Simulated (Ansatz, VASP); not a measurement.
## Two plane-wave programs on GaSb

Contents of INCAR:

```
PREC     = Accurate       # precision mode
ENCUT    = 520            # plane-wave cutoff, eV
EDIFF    = 1E-6           # SCF threshold, eV
ISMEAR   = -1             # smearing method
SIGMA    = 0.05           # smearing width, eV
LREAL    = False          # projectors in reciprocal space
LASPH    = True           # aspherical terms in the spheres
NELM     = 150            # most SCF steps
ALGO     = Normal         # electronic algorithm
ISIF     = 2              # what is computed and relaxed
LWAVE    = False          # write WAVECAR
LCHARG   = False          # write CHGCAR
LNONCOLLINEAR= True           # non-collinear magnetism
MAGMOM   = 0 0 0 0 0 0    # initial moments
LORBIT   = 11             # projections on sites
LSORBIT  = True           # spin-orbit coupling
GGA_COMPAT= False        
LORBMOM  = True         
GGA      = PE             # functional
NBANDS   = 30             # bands
```

The input KPOINTS:

```
Automatic mesh
0
Gamma
  8 8 8
```

POSCAR

```
GaSb
1.0
    0.0000000000      3.0590000000      3.0590000000
    3.0590000000      0.0000000000      3.0590000000
    3.0590000000      3.0590000000      0.0000000000
Sb Ga
1 1
Direct
    0.7500000000      0.7500000000      0.7500000000
    0.0000000000      0.0000000000      0.0000000000
```

The input input.yaml:

```yaml
crystal:
  lattice:
    - [0.0, 3.059, 3.059]
    - [3.059, 0.0, 3.059]
    - [3.059, 3.059, 0.0]
  atoms:
    - { symbol: Sb, position: [0.75, 0.75, 0.75] }
    - { symbol: Ga, position: [0.0, 0.0, 0.0] }
hamiltonian:
  xc: pbe
  pseudopotentials: { kind: paw_fr }
magnetization:
  noncollinear: true
  spin_orbit: true
kpoints:
  mp_grid: { grid: [8, 8, 8] }
scf:
  occupations: { method: fermi_dirac, width: 0.05 }
output:
  forces: true
  stress: true
  eigenvalues: true
```

Alike in both runs: task single point; functional PBE; k mesh 8 × 8 × 8; occupations fermi-dirac, width 0.05 eV; non-collinear spin, spin-orbit coupling.

```csv
,VASP,Ansatz
version,VASP 6.6.1,Ansatz 0.2.0
potentials or method,"VASP PAW PBE potentials, release 64 (Sb, Ga_d)",Ansatz PAW
plane-wave cutoff (eV),520,420
valence electrons in the cell,18,28
```

|  | VASP | Ansatz | Ansatz less VASP |
| --- | --- | --- | --- |
| pressure (GPa) | 2.5 | 2.4 | -0.09 |

With one functional, cell and mesh, what is left measures potentials, basis and numerics. VASP's potentials hold 18 valence electrons a cell and Ansatz's 28, so a difference there can come from the potentials and not from the codes.
